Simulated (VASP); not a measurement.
Runs of VASP 6.6.1 on Ge. The structure is that of space group Imma (No. 74), or close to it. The cells are those of the table. 

```tsv
cell	gap on the mesh (eV)	pressure (GPa)	largest force (eV/Å)
a = 3.914 Å, angles 100.8, 94.7, 136.9°, 2 atoms	none	(a)	0.08
a = 3.861 Å, angles 100.8, 94.7, 136.9°, 2 atoms	none	1.7	0.08
a = 3.888 Å, angles 100.8, 94.7, 136.9°, 2 atoms	none	0.0	0.08
a = 3.834 Å, angles 100.8, 94.7, 136.9°, 2 atoms	none	3.6	0.07
```

Alike in all rows: task single point; level r2SCAN; potentials or basis VASP PAW PBE potentials, release 64 (Ge_d); no spin polarisation; k mesh 11 × 11 × 11; cutoff (eV) 520; smearing fermi-dirac 0.1 eV.

Task: Fill in the values left out.

Result: (a) -1.5.

Caveats: the PAW data sets were made with another functional, which shifts forces and pressure a little; the cell stands under pressure (at least some runs).

A k mesh can miss the band edges, and the runs leave out spin-orbit coupling on Ge.

A gap of «none» marks levels without a gap at the run's occupations.
